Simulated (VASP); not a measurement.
Here is a VASP 6.6.1 calculation.

File INCAR:

```
SYSTEM = MgSc
  PREC = Accurate
  ENCUT = 600
  EDIFF = 1E-6
  ISMEAR = -1
  SIGMA = 0.0544
  LREAL = .False.
  LASPH = .True.
  NELM = 120
  ALGO = Normal
  ISIF = 2
  LWAVE = .False.
  LCHARG = .False.
  GGA = PS
  NBANDS = 14
  GGA_COMPAT = .False.
```

Contents of KPOINTS:

```
Automatic mesh
0
Gamma
  8 8 8
  0 0 0
```

POSCAR

```
MgSc
1.0
    3.5964512400      0.0000000000      0.0000000000
    0.0000000000      3.5964512400      0.0000000000
    0.0000000000      0.0000000000      3.5964512400
Mg Sc
1 1
Direct
    0.0000000000      0.0000000000      0.0000000000
    0.5000000000      0.5000000000      0.5000000000
```

Potentials or basis: VASP PAW PBE potentials, release 64 (Mg, Sc_sv).

Command:

```bash
$ cat potpaw_PBE.64/Mg/POTCAR potpaw_PBE.64/Sc_sv/POTCAR > POTCAR
$ mpirun -np 1 vasp_std > vasp.out
```

Q: Predict the pressure.

A: -1.3 GPa.

Caveat: the PAW data sets were made with another functional, which shifts forces and pressure a little.
